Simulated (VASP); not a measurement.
Set up this calculation in VASP 6.6.1, as the native input.

| Quantity | Value |
| --- | --- |
| Task | relaxation of cell and atoms |
| Functional | LDA |
| Potentials or basis | VASP PAW LDA potentials, release 64 (Zn, Ag) |
| Cutoff | 600 eV |
| k mesh | 6 × 6 × 6 |
| Occupations | gaussian, width 0.1 eV |
| Spin | no spin polarisation |
| Dipole correction | no |
| Further INCAR settings | ALGO = Normal; EDIFF = 1e-06; IBRION = 2; EDIFFG = -0.01; NSW = 60; ISIF = 3 |

The structure of ZnAg lies in POSCAR:

```
ZnAg
1.0
    4.0150000000      0.0000000000      0.0000000000
    0.0000000000      4.0150000000      0.0000000000
    0.0000000000      0.0000000000      4.0150000000
Zn Ag
2 2
Direct
    0.0000000000      0.0000000000      0.0000000000
    0.0000000000      0.5000000000      0.5000000000
    0.5000000000      0.0000000000      0.5000000000
    0.5000000000      0.5000000000      0.0000000000
```

One way to write it, as run:

INCAR

```
  PREC = Accurate
  ENCUT = 600
  EDIFF = 1E-6
  ISMEAR = 0
  SIGMA = 0.1
  LREAL = False
  LASPH = True
  NELM = 80
  ALGO = Normal
  ISIF = 3
  LWAVE = False
  LCHARG = False
  GGA = CA
  IBRION = 2
  NSW = 60
  EDIFFG = -0.01
```

KPOINTS

```
Automatic mesh
0
Gamma
  6 6 6
```

Potentials or basis: VASP PAW LDA potentials, release 64 (Zn, Ag).

The run is started by

```sh
$ cat potpaw_LDA.64/Zn/POTCAR potpaw_LDA.64/Ag/POTCAR > POTCAR
$ mpirun -np 1 vasp_std > vasp.out
```

It gave:

```yaml
Relaxed_volume: 14.71 Å³/atom
Relaxed_cell: a = 3.799 Å, b = 3.935 Å, c = 3.935 Å, α = 90.00°, β = 90.00°, γ = 90.00°
Space_group_after_relaxing_to_0.1_Å: P4/mmm (No. 123)
Energy_gained_by_relaxing: 53.4 meV/atom
Ionic_steps: 7
Pressure_after_relaxing: -0.1 GPa
Band_gap_on_the_k_mesh: zero (bands 23 and 24 overlap by 6.08 eV)
```

Wall time 7.4 min on 1 thread of Intel Xeon 8259CL, with other jobs on the host, peak memory 0.22 GiB.
